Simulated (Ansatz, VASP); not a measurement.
## One calculation of GeN, two programs

```xyz
4
Lattice="-1.5475 3.8314 2.5704 1.5475 -3.8314 2.5704 1.5475 3.8314 -2.5704" Properties=species:S:1:pos:R:3 pbc="T T T"
Ge    1.5475    1.2611    0.5448
Ge    0.0000    2.5704    3.1153
N     1.5475    1.9079   -1.2197
N     0.0000    1.9235    1.3507
```

Alike in both runs: functional PBE; k mesh 10 × 10 × 10; no spin polarisation.

Ansatz relaxed the structure, and its values are those at the end. VASP's run is a single point on that final structure, the one shown.

|  | VASP | Ansatz |
| --- | --- | --- |
| version | VASP 6.6.1 | Ansatz 0.2.0 |
| potentials or method | VASP PAW PBE potentials, release 64 (Ge_d, N), cutoff 520 eV | scalar-relativistic, plane waves, PAW |
| occupations | gaussian, width 0.01 eV | fixed |
| valence electrons in the cell | 38 | 38 |

```csv
,VASP,Ansatz,Ansatz less VASP
gap on the k mesh at the Fermi level (eV),0.66,0.65,-0.009
least direct gap on the mesh (eV),0.66,0.65,-0.009
pressure (GPa),-0.3,0.0,+0.32
rms of the force components (eV/Å),0.013,0.000,-0.0124
```
